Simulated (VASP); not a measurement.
Set up this calculation in VASP 6.6.1, as the native input.

| Property | Result |
| --- | --- |
| Task | single point |
| Functional | PBE |
| Potentials or basis | VASP PAW PBE potentials, release 64 (Ti_sv, Ga_d, Se) |
| Cutoff | 520 eV |
| k mesh | 4 × 4 × 4 |
| Occupations | gaussian, width 0.1 eV |
| Spin | collinear spin, ferromagnetic start |
| Starting moments | [1.0, 0.0, 0.0, 0.0, 0.0, 0.0] μB |
| Dipole correction | no |
| Further INCAR settings | ALGO = Normal; EDIFF = 1e-06; NBANDS = 48 |

The structure of TiGa4Se lies in POSCAR:

```
TiGa4Se
1.0
    0.0000000000      3.8681179300      3.8681179300
    3.8681179300      0.0000000000      3.8681179300
    3.8681179300      3.8681179300      0.0000000000
Ti Ga Se
1 4 1
Direct
    0.7500000000      0.7500000000      0.7500000000
    0.8686098200      0.3771300600      0.3771300600
    0.3771300600      0.3771300600      0.3771300600
    0.3771300600      0.8686098200      0.3771300600
    0.3771300600      0.3771300600      0.8686098200
    0.0000000000      0.0000000000      0.0000000000
```

These files were run (other wordings do the same):

INCAR

```
SYSTEM = TiGa4Se
PREC = Accurate
ENCUT = 520
EDIFF = 1E-6
ISMEAR = 0
SIGMA = 0.1
LREAL = .False.
LASPH = .True.
NELM = 150
ALGO = Normal
ISIF = 2
LWAVE = .False.
LCHARG = .False.
ISPIN = 2
MAGMOM = 1 0 0 0 0 0
LORBIT = 11
LMAXMIX = 4
GGA = PE
NBANDS = 48
```

KPOINTS

```
Automatic mesh
0
Gamma
  4 4 4
  0 0 0
```

Potentials or basis: VASP PAW PBE potentials, release 64 (Ti_sv, Ga_d, Se).

Run with:

```console
$ cat potpaw_PBE.64/Ti_sv/POTCAR potpaw_PBE.64/Ga_d/POTCAR potpaw_PBE.64/Se/POTCAR > POTCAR
$ mpirun -np 1 vasp_std > vasp.out
```

It gave:

| Item | Value |
| --- | --- |
| Pressure | -4.9 GPa |
| Largest force | 0.138 eV/Å |
| Band gap on the k mesh | zero (filled and empty bands overlap) |
| Net moment | 0.01 μB per cell |
| Valence electrons inside the program's atomic spheres | Ti 9.97; Ga 11.57; Se 3.69 |

Run time: 91 s on 1 thread of Intel(R) Xeon(R) Platinum 8488C (Sapphire Rapids), on a shared host, peak memory 0.34 GiB.
